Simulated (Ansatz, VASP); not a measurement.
**Two plane-wave programs on KI**

INCAR

```
SYSTEM = KI
PREC = Accurate ; ENCUT = 520
EDIFF = 1E-7 ; ISMEAR = 0
SIGMA = 0.05 ; LREAL = .FALSE.
LASPH = .TRUE. ; NELM = 80
ALGO = Normal ; ISIF = 2
LWAVE = .FALSE. ; LCHARG = .FALSE.
GGA = CA ; NBANDS = 15
```

Contents of KPOINTS:

```
regular mesh
0
G
  6 6 6
  0 0 0
```

The input POSCAR:

```
KI
1.0
    0.0000000000      3.4562963656      3.4109309835
    3.4562963656      0.0000000000      3.4109309835
    3.4562963656      3.4562963656      0.0000000000
K I
1 1
Direct
   -0.0434485484     -0.0434485484      0.0434485484
    0.5133861666      0.5133861666      0.4866138334
```

Input for Ansatz:

```yaml
crystal:
  lattice:
    - [0.0, 3.4562963656, 3.4109309835]
    - [3.4562963656, 0.0, 3.4109309835]
    - [3.4562963656, 3.4562963656, 0.0]
  atoms:
    - { symbol: K, position: [-0.0434485484, -0.0434485484, 0.0434485484] }
    - { symbol: I, position: [0.5133861666, 0.5133861666, 0.4866138334] }
basis:
  ecutwfc: 420
kpoints:
  mp_grid: { grid: [6, 6, 6] }
hamiltonian:
  xc: lda
  pseudopotentials: { kind: paw }
scf:
  occupations: { method: gaussian, width: 0.05 }
output:
  forces: true
  stress: true
  eigenvalues: true
```

Change from the starting cell: mode 6 frozen in at -0.296 Å, equal normal strain along x and y +0.0133.

Alike in both runs: task single point; functional LDA; k mesh 6 × 6 × 6; occupations gaussian, width 0.05 eV; no spin polarisation.

|  | VASP | Ansatz |
| --- | --- | --- |
| version | VASP 6.6.1 | Ansatz 0.2.0 |
| potentials or method | VASP PAW LDA potentials, release 64 (K_sv, I), cutoff 520 eV | scalar-relativistic, plane waves, PAW |
| valence electrons in the cell | 16 | 26 |

|  | VASP | Ansatz | Ansatz less VASP |
| --- | --- | --- | --- |
| gap on the k mesh at the Fermi level (eV) | 3.82 | 3.81 | -0.008 |
| least direct gap on the mesh (eV) | 3.82 | 3.81 | -0.008 |
| pressure (GPa) | 0.6 | 0.5 | -0.07 |
| traceless stress, the component that is largest in VASP (GPa) | 2.59 | 2.55 | -0.042 |
| rms of the force components (eV/Å) | 0.481 | 0.472 | -0.0087 |

LDA's correlation is that of Perdew and Zunger in VASP and of Perdew and Wang (1992) in Ansatz. Atom by atom the forces differ by 0.009 eV/Å (rms over components). VASP's potentials hold 16 valence electrons a cell and Ansatz's 26, so a difference there can come from the potentials and not from the codes.

Neither program's run includes spin-orbit coupling.
